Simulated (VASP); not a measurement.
# MoOs (P-6m2) in VASP: further runs

The runs below take MoOs through single point, relaxation of cell and atoms, with LDA.

Everything below comes from runs of VASP 6.6.1. Logs are shortened: lines on timing, memory, paths and dates and some standing lists are left out, and cuts for length are marked.

**1. The cell of the first run**

The structure is hexagonal, space group P-6m2 (No. 187). Conventional cell: a = 2.738 Å, b = 2.738 Å, c = 4.418 Å, α = 90.00°, β = 90.00°, γ = 120.00°. Within 3.6 Å of Mo (site symmetry -6m2) lie 6 Os at 2.72 Å and 6 Mo at 2.74 Å. Os (site symmetry -6m2) has 6 Mo at 2.72 Å and 6 Os at 2.74 Å within 3.6 Å.

**2. Single point, LDA**

The input, INCAR:

```
  PREC = Accurate
  ENCUT = 520
  EDIFF = 1E-6
  ISMEAR = 1
  SIGMA = 0.05
  LREAL = F
  LASPH = T
  NELM = 80
  ALGO = Normal
  ISIF = 2
  LWAVE = F
  LCHARG = F
  GGA = CA
  NBANDS = 18
```

The input, KPOINTS:

```
Automatic mesh
0
Gamma
  18 18 10
```

The input, POSCAR:

```
MoOs
1.0
    2.7380046526      0.0000000000      0.0000000000
   -1.3690023263      2.3711815848      0.0000000000
    0.0000000000      0.0000000000      4.4176798151
Mo Os
1 1
Direct
    0.6666666667      0.3333333333      0.5000000000
    0.3333333333      0.6666666667      0.0000000000
```

Potentials or basis: VASP PAW LDA potentials, release 64 (Mo_sv, Os).

Run with:

```
$ cat potpaw_LDA.64/Mo_sv/POTCAR potpaw_LDA.64/Os/POTCAR > POTCAR
$ mpirun -np 1 vasp_std > vasp.out
```

OUTCAR:

```text
PREC = Accurate
   ENCUT = 520
   EDIFF = 1E-6
   ISMEAR = 1
   LREAL = F
   LASPH = T
   NELM = 80
   ISIF = 2
   GGA = CA

 ion  position               nearest neighbor table
   1  0.667  0.333  0.500-   2 2.72   2 2.72   2 2.72   2 2.72   2 2.72   2 2.72
   2  0.333  0.667  0.000-   1 2.72   1 2.72   1 2.72   1 2.72   1 2.72   1 2.72

  LATTYP: Found a hexagonal cell.
 ALAT       =     2.7380046526
 C/A-ratio  =     1.6134668767

  Lattice vectors:

 A1 = (   2.7380046526,   0.0000000000,   0.0000000000)
 A2 = (  -1.3690023263,   2.3711815848,   0.0000000000)
 A3 = (   0.0000000000,   0.0000000000,   4.4176798151)

Analysis of symmetry for initial positions (statically):
=====================================================================
 Subroutine PRICEL returns:
 Original cell was already a primitive cell.

 Routine SETGRP: Setting up the symmetry group for a
 hexagonal supercell.

 Subroutine GETGRP returns: Found 12 space group operations
 (whereof 12 operations were pure point group operations)
 out of a pool of 24 trial point group operations.

The static configuration has the point symmetry D_3h.

Analysis of symmetry for dynamics (positions and initial velocities):
=====================================================================
 Subroutine PRICEL returns:
 Original cell was already a primitive cell.

 Routine SETGRP: Setting up the symmetry group for a
 hexagonal supercell.

 Subroutine GETGRP returns: Found 12 space group operations
 (whereof 12 operations were pure point group operations)
 out of a pool of 24 trial point group operations.

The dynamic configuration has the point symmetry D_3h.

 Subroutine INISYM returns: Found 12 space group operations
 (whereof 12 operations are pure point group operations),
 and found     1 'primitive' translations

----------------------------------------------------------------------------------------

                                     Primitive cell

  volume of cell :      28.6809

  direct lattice vectors                    reciprocal lattice vectors
     2.738004653  0.000000000  0.000000000     0.365229474  0.210865335  0.000000000
    -1.369002326  2.371181585  0.000000000     0.000000000  0.421730671  0.000000000
     0.000000000  0.000000000  4.417679815     0.000000000  0.000000000  0.226363168

  length of vectors
     2.738004653  2.738004653  4.417679815     0.421730671  0.421730671  0.226363168

  position of ions in fractional coordinates (direct lattice)
     0.666666667  0.333333333  0.500000000
     0.333333333  0.666666667  0.000000000

  ion indices of the primitive-cell ions
   primitive index   ion index
                 1           1
                 2           2

----------------------------------------------------------------------------------------

 KPOINTS: Automatic mesh

Automatic generation of k-mesh.
 Grid dimensions read from file:
 generate k-points for:   18   18   10

 Generating k-lattice:

  Cartesian coordinates                     Fractional coordinates (reciprocal lattice)
     0.020290526  0.011714741  0.000000000     0.055555556  0.000000000  0.000000000
     0.000000000  0.023429482  0.000000000     0.000000000  0.055555556  0.000000000
     0.000000000  0.000000000  0.022636317     0.000000000  0.000000000  0.100000000

  Length of vectors
     0.023429482  0.023429482  0.022636317

  Shift w.r.t. Gamma in fractional coordinates (k-lattice)
     0.000000000  0.000000000  0.000000000

 Subroutine IBZKPT returns following result:
 ===========================================

 Found    222 irreducible k-points:

 Following reciprocal coordinates:
            Coordinates               Weight
  0.000000  0.000000  0.000000      1.000000
  0.055556  0.000000  0.000000      6.000000
  0.111111  0.000000  0.000000      6.000000
  0.166667  0.000000  0.000000      6.000000
  0.222222  0.000000  0.000000      6.000000
  0.277778  0.000000  0.000000      6.000000
[... 16 lines left out ...]
  0.333333  0.111111  0.000000     12.000000
  0.388889  0.111111  0.000000     12.000000
 [... further k-points ...]
   k-points           NKPTS =    222   k-points in BZ     NKDIM =    222   number of bands    NBANDS=     18
   number of dos      NEDOS =    301   number of ions     NIONS =      2
   total plane-waves  NPLWV =  14400
   dimension x,y,z NGX =    20 NGY =   20 NGZ =   36
   dimension x,y,z NGXF=    40 NGYF=   40 NGZF=   72
   ions per type =               1   1
   NGX,Y,Z   is equivalent  to a cutoff of  12.14, 12.14, 13.55 a.u.
   NGXF,Y,Z  is equivalent  to a cutoff of  24.29, 24.29, 27.10 a.u.
 SYSTEM =  unknown system
   PREC   = accura    normal or accurate (medium, high low for compatibility)
   ISTART =      0    job   : 0-new  1-cont  2-samecut
   ICHARG =      2    charge: 1-file 2-atom 10-const
   ISPIN  =      1    spin polarized calculation?
   LNONCOLLINEAR =      F non collinear calculations
   LSORBIT =      F    spin-orbit coupling
   LASPH  =      T    aspherical Exc in radial PAW
   ENCUT  =  520.0 eV  38.22 Ry    6.18 a.u.   5.09  5.09  8.21*2*pi/ulx,y,z
   NELM   =     80;   NELMIN=  2; NELMDL= -5     # of ELM steps
   EDIFF  = 0.1E-05   stopping-criterion for ELM
   LREAL  =      F    real-space projection
   EDIFFG = 0.1E-04   stopping-criterion for IOM
   NSW    =      0    number of steps for IOM
   IBRION =     -1    ionic relax: 0-MD 1-quasi-New 2-CG
   NFREE  =      0    steps in history (QN), initial steepest desc. (CG)
   ISIF   =      2    stress and relaxation
   ISYM   =      2    0-nonsym 1-usesym 2-fastsym
   POTIM  = 0.5000    time-step for ionic-motion
   TEBEG  =    0.0;   TEEND  =   0.0 temperature during run
   PSTRESS=    0.0 pullay stress
   NELECT =      22.0000    total number of electrons
   NUPDOWN=      -1.0000    fix difference up-down
   EMIN   =  10.00;   EMAX   =-10.00  energy-range for DOS
   EFERMI =   0.00;   METHOD = LEGACY
   ISMEAR =     1;   SIGMA  =   0.05  broadening in eV -4-tet -1-fermi 0-gaus
   EFERMI_NEDOS =   21; number of points for ismear=-14 and -15
   IALGO  =     38    algorithm
   IMIX   =      4    mixing-type and parameters
     AMIX     =   0.40;   BMIX     =  1.00
     AMIX_MAG =   1.60;   BMIX_MAG =  1.00
  volume/ion in A,a.u.               =      14.34        96.77
  Fermi-wavevector in a.u.,A,eV,Ry     =   1.498596  2.831936 30.555839  2.245791
  Thomas-Fermi vector in A             =   2.610335
   LORBIT       =      0    0 simple, 1 ext, 2 COOP (PROOUT), +10 PAW based schemes
   GGA     = CA    functional components
   LHFCALC =     F    Hartree Fock is set to
   AEXX    =    0.0000 exact exchange contribution
   IVDW    =     0    specifies the selected vdW correction
   LEPSILON=     F    determine dielectric tensor
   LRPA    =     F    only Hartree local field effects (RPA)
 non-spin polarized calculation
 Methfessel and Paxton  Order N= 1 SIGMA  =   0.05
  energy-cutoff  :      520.00
  volume of cell :       28.68
 maximum number of plane-waves:       784
   NGX = 11   NGY = 11   NGZ = 17

 number of electron      21.9999997 magnetization

 Free energy of the ion-electron system (eV)
  ---------------------------------------------------
  ext. energy  EPLUGINS =         0.00000000
  ---------------------------------------------------
  free energy    TOTEN  =       -24.65865831 eV

  energy without entropy =      -24.65841883  energy(sigma->0) =      -24.65857848

 E-fermi :  10.9896     XC(G=0): -14.0555

 val. band max:       10.9894363156   @ k =   0.3333   0.2778   0.0000
 cond. band min:      10.9955720146   @ k =   0.2222   0.2222   0.5000
 fundamental gap:      0.0061356990
 Fermi energy:        10.9896446675

 k-point     1 :       0.0000    0.0000    0.0000
  band No.  band energies     occupation
      1     -49.3312      2.00000
      2     -23.6981      2.00000
      3     -22.8489      2.00000
      4     -22.8489      2.00000
      5       1.9788      2.00000
      6       5.0794      2.00000
[... 10 lines left out ...]
     17      21.8432      0.00000
     18      24.9784      0.00000

 k-point     2 :       0.0556    0.0000    0.0000
  band No.  band energies     occupation
      1     -49.3245      2.00000
      2     -23.6926      2.00000
      3     -22.8931      2.00000
      4     -22.8587      2.00000
      5       2.1066      2.00000
      6       5.1849      2.00000
[... 10 lines left out ...]
     17      21.8439      0.00000
     18      25.2470      0.00000

 k-point     3 :       0.1111    0.0000    0.0000
  band No.  band energies     occupation
      1     -49.3051      2.00000
      2     -23.6764      2.00000
      3     -23.0192      2.00000
      4     -22.8869      2.00000
      5       2.4776      2.00000
      6       5.4749      2.00000
[... 10 lines left out ...]
     17      21.8109      0.00000
     18      25.9966      0.00000

 k-point     4 :       0.1667    0.0000    0.0000
  band No.  band energies     occupation
      1     -49.2752      2.00000
      2     -23.6516      2.00000
      3     -23.2092      2.00000
      4     -22.9298      2.00000
      5       3.0508      2.00000
      6       5.8524      2.00000
[... 10 lines left out ...]
     17      21.6907      0.00000
     18      26.9491      0.00000

 k-point     5 :       0.2222    0.0000    0.0000
  band No.  band energies     occupation
      1     -49.2384      2.00000
      2     -23.6210      2.00000
      3     -23.4375      2.00000
      4     -22.9820      2.00000
      5       3.7426      2.00000
      6       6.1060      2.00000
[... 10 lines left out ...]
     17      21.4810      0.00000
     18      26.8382      0.00000

 k-point     6 :       0.2778    0.0000    0.0000
  band No.  band energies     occupation
      1     -49.1989      2.00000
      2     -23.6749      2.00000
      3     -23.5881      2.00000
      4     -23.0370      2.00000
      5       4.3975      2.00000
      6       6.0791      2.00000
[... 307 lines left out ...]
 k-point    21 :       0.2222    0.1111    0.0000
  band No.  band energies     occupation
      1     -49.1868      2.00000
      2     -23.6980      2.00000
      3     -23.5780      2.00000
      4     -23.1067      2.00000
      5       4.7715      2.00000
      6       6.3938      2.00000
[... 10 lines left out ...]
     17      21.2729      0.00000
     18      24.9915      0.00000

 k-point    22 :       0.2778    0.1111    0.0000
  band No.  band energies     occupation
      1     -49.1516      2.00000
      2     -23.8863      2.00000
      3     -23.5487      2.00000
      4     -23.1730      2.00000
      5       5.2163      2.00000
      6       6.2714      2.00000
[... 10 lines left out ...]
     17      22.1789      0.00000
     18      23.0216      0.00000

 k-point    23 :       0.3333    0.1111    0.0000
  band No.  band energies     occupation
      1     -49.1227      2.00000
      2     -24.0375      2.00000
      3     -23.5247      2.00000
      4     -23.2266      2.00000
      5       5.2763      2.00000
      6       6.1720      2.00000
[... 10 lines left out ...]
     17      21.4723      0.00000
     18      23.2563      0.00000

 k-point    24 :       0.3889    0.1111    0.0000
  band No.  band energies     occupation
      1     -49.1038      2.00000
      2     -24.1351      2.00000
      3     -23.5089      2.00000
      4     -23.2614      2.00000
      5       5.1990      2.00000
      6       5.9014      2.00000
[... 10 lines left out ...]
     17      21.8039      0.00000
     18      23.1332      0.00000

 [... further k-points ...]
[... 5 lines left out ...]
  --------------------------------------------------------------------------------------
  -------------------------------------------------------------------------------------
  Total        0.2248294      0.2248294      0.2084525      0.0000000     -0.0000000      0.0000000
  in kB       12.5594446     12.5594446     11.6445958      0.0000000     -0.0000000      0.0000000
  external PRESSURE =      12.2544950 kB  Pullay stress =       0.0000000 kB

 VOLUME and BASIS-vectors are now :
 -----------------------------------------------------------------------------
  energy-cutoff  :      520.00
  volume of cell :       28.68
      direct lattice vectors                 reciprocal lattice vectors
     2.738004653  0.000000000  0.000000000     0.365229474  0.210865335  0.000000000
    -1.369002326  2.371181585  0.000000000     0.000000000  0.421730671  0.000000000
     0.000000000  0.000000000  4.417679815     0.000000000  0.000000000  0.226363168

 POSITION                                       TOTAL-FORCE (eV/Angst)
 -----------------------------------------------------------------------------------
      1.36900      0.79039      2.20884        -0.000000      0.000000      0.000000
     -0.00000      1.58079      0.00000         0.000000      0.000000      0.000000
 -----------------------------------------------------------------------------------
    total drift:                               -0.000000      0.000000      0.000000

  FREE ENERGIE OF THE ION-ELECTRON SYSTEM (eV)
  ---------------------------------------------------
  free  energy   TOTEN  =       -24.6586583072 eV

  energy  without entropy=      -24.6584188350  energy(sigma->0) =      -24.65857848
```

Wall time 80 s (1 thread of Intel Xeon Platinum 8488C (Sapphire Rapids), shared host); peak memory 0.22 GiB.

What came out:

```
Free energy            : -24.6587 eV
Pressure               : 1.2 GPa
Band gap on the k mesh : zero (band 11 reaches 12.98 eV, above the bottom of band 12 at 9.63 eV)
```

Caveat: spin-orbit coupling is left out, which moves the levels of the heavy elements.

**3. Relaxation of cell and atoms, LDA**

This run uses another cell than the first one, of 15.10 Å³/atom, 1.053 times its volume.

The input, INCAR:

```
SYSTEM = MoOs
PREC     = Accurate       ! precision mode
ENCUT    = 600            ! plane-wave cutoff, eV
EDIFF    = 1E-6           ! SCF threshold, eV
ISMEAR   = 1              ! smearing method
SIGMA    = 0.05           ! smearing width, eV
LREAL    = .False.        ! projectors in reciprocal space
LASPH    = .True.         ! aspherical terms in the spheres
NELM     = 100            ! most SCF steps
ALGO     = Normal         ! electronic algorithm
ISIF     = 3              ! what is computed and relaxed
LWAVE    = .False.        ! write WAVECAR
LCHARG   = .False.        ! write CHGCAR
IBRION   = 2              ! ionic algorithm
NSW      = 80             ! ionic steps
EDIFFG   = -0.01          ! ionic threshold
```

The input, KPOINTS:

```
regular mesh
0
Gamma
  18 18 10
  0 0 0
```

The input, POSCAR:

```
MoOs
1.0
    2.7817600000      0.0000000000      0.0000000000
   -1.3908800000      2.4090700000      0.0000000000
    0.0000000000      0.0000000000      4.5070600000
Mo Os
1 1
Direct
    0.6666666667      0.3333333333      0.5000000000
    0.3333333333      0.6666666667      0.0000000000
```

Potentials or basis: VASP PAW LDA potentials, release 64 (Mo_sv, Os).

Run with:

```
$ cat potpaw_LDA.64/Mo_sv/POTCAR potpaw_LDA.64/Os/POTCAR > POTCAR
$ mpirun -np 1 vasp_std > vasp.out
```

OUTCAR:

```text
SYSTEM = MoOs
   PREC = Accurate
   ENCUT = 600
   EDIFF = 1E-6
   ISMEAR = 1
   LREAL = .False.
   LASPH = .True.
   NELM = 100
   ISIF = 3
   IBRION = 2
   NSW = 80
   EDIFFG = -0.01

 ion  position               nearest neighbor table
   1  0.667  0.333  0.500-   2 2.77   2 2.77   2 2.77   2 2.77   2 2.77   2 2.77
   2  0.333  0.667  0.000-   1 2.77   1 2.77   1 2.77   1 2.77   1 2.77   1 2.77

  LATTYP: Found a hexagonal cell.
 ALAT       =     2.7817600000
 C/A-ratio  =     1.6202188543

  Lattice vectors:

 A1 = (   2.7817600000,   0.0000000000,   0.0000000000)
 A2 = (  -1.3908800000,   2.4090700000,   0.0000000000)
 A3 = (   0.0000000000,   0.0000000000,   4.5070600000)

Analysis of symmetry for initial positions (statically):
=====================================================================
[... 406 lines left out ...]

 k-point     1 :       0.0000    0.0000    0.0000
  band No.  band energies     occupation
      1     -49.3875      2.00000
      2     -23.7531      2.00000
      3     -22.9134      2.00000
      4     -22.9134      2.00000
      5       1.9468      2.00000
      6       5.0454      2.00000
      7       8.7769      2.00000
      8       8.7769      2.00000
      9       9.3630      2.00000
     10      10.5720      2.00000
     11      10.5720      2.00000
     12      10.7490      2.00000
     13      10.7490      2.00000
     14      12.2300      0.00000
[... 401 lines left out ...]
      2     -24.1844      2.00000
      3     -23.5661      2.00000
      4     -23.3211      2.00000
      5       5.1703      2.00000
      6       5.8718      2.00000
      7       6.2502      2.00000
      8       8.7001      2.00000
      9       8.9767      2.00000
     10       9.7249      2.00000
     11      10.3384      2.00000
     12      13.5940      0.00000
     13      14.5810      0.00000
     14      14.7287      0.00000
     15      16.4207      0.00000

 [... further k-points ...]
[... 5 lines left out ...]
  --------------------------------------------------------------------------------------
  -------------------------------------------------------------------------------------
  Total        0.0095377      0.0095376      0.0171127      0.0000000      0.0000000     -0.0000000
  in kB        0.5309315      0.5309294      0.9526090      0.0000000      0.0000000     -0.0000000
  external PRESSURE =       0.6714900 kB  Pullay stress =       0.0000000 kB
[... 17 lines left out ...]
  FREE ENERGIE OF THE ION-ELECTRON SYSTEM (eV)
  ---------------------------------------------------
  free  energy   TOTEN  =       -24.6621233160 eV

  energy  without entropy=      -24.6618834870  energy(sigma->0) =      -24.66204337

 reached required accuracy - stopping structural energy minimisation
```

OSZICAR:

```text
N       E                     dE             d eps       ncg     rms          rms(c)
DAV:   1     0.217402896949E+03    0.21740E+03   -0.14257E+04  6660   0.166E+03
DAV:   2    -0.189003618806E+02   -0.23630E+03   -0.23271E+03  7388   0.493E+02
DAV:   3    -0.260921111455E+02   -0.71917E+01   -0.69330E+01  8723   0.792E+01
DAV:   4    -0.261693724332E+02   -0.77261E-01   -0.76824E-01  7098   0.879E+00
[... 63 lines left out ...]
DAV:   1    -0.246623074660E+02   -0.21247E-03   -0.71470E-03  6660   0.877E-01    0.771E-02
DAV:   2    -0.246622150447E+02    0.92421E-04   -0.87049E-04  8324   0.227E-01    0.692E-02
DAV:   3    -0.246621474467E+02    0.67598E-04   -0.56513E-04  9256   0.154E-01    0.324E-02
DAV:   4    -0.246621233626E+02    0.24084E-04   -0.88998E-05  8131   0.718E-02    0.809E-03
DAV:   5    -0.246621233160E+02    0.46546E-07   -0.33230E-06  6939   0.161E-02
   7 F= -.24662123E+02 E0= -.24662043E+02  d E =-.118671E-03
```

Wall time 4.5 min (1 thread of Intel Xeon Platinum 8488C (Sapphire Rapids), shared host); peak memory 0.27 GiB.

What came out:

```
Free energy                            : -24.6621 eV
Relaxed volume                         : 14.39 Å³/atom
Relaxed cell                           : a = 2.741 Å, b = 2.741 Å, c = 4.422 Å, α = 90.00°, β = 90.00°, γ = 120.00°
Space group after relaxing (to 0.05 Å) : P-6m2 (No. 187)
Energy gained by relaxing              : 36.3 meV/atom
Ionic steps                            : 7
Pressure after relaxing                : 0.1 GPa
Band gap on the k mesh                 : zero (band 11 reaches 12.92 eV, above the bottom of band 12 at 9.58 eV)
```

Step by step:
```
step  energy change (eV)  largest force (eV/Å)  pressure (GPa)  volume (Å³)
   1              0.0000                0.0000          -15.56        30.20
   2              1.0371                0.0000           90.95        24.24
   3             -0.0720                0.0000           -1.33        28.89
   4             -0.0724                0.0000           -0.31        28.81
   5             -0.0724                0.0000            0.08        28.78
   6             -0.0725                0.0000            0.05        28.78
   7             -0.0725                0.0000            0.07        28.78
```

Final structure:
```
Mo Os
1.0
     2.74147    0.00000    0.00000
    -1.37074    2.37418    0.00000
     0.00000    0.00000    4.42198
Mo Os
1 1
Direct
  0.66667 0.33333 0.50000
  0.33333 0.66667 0.00000
```

Caveat: spin-orbit coupling is left out, which moves the levels of the heavy elements.
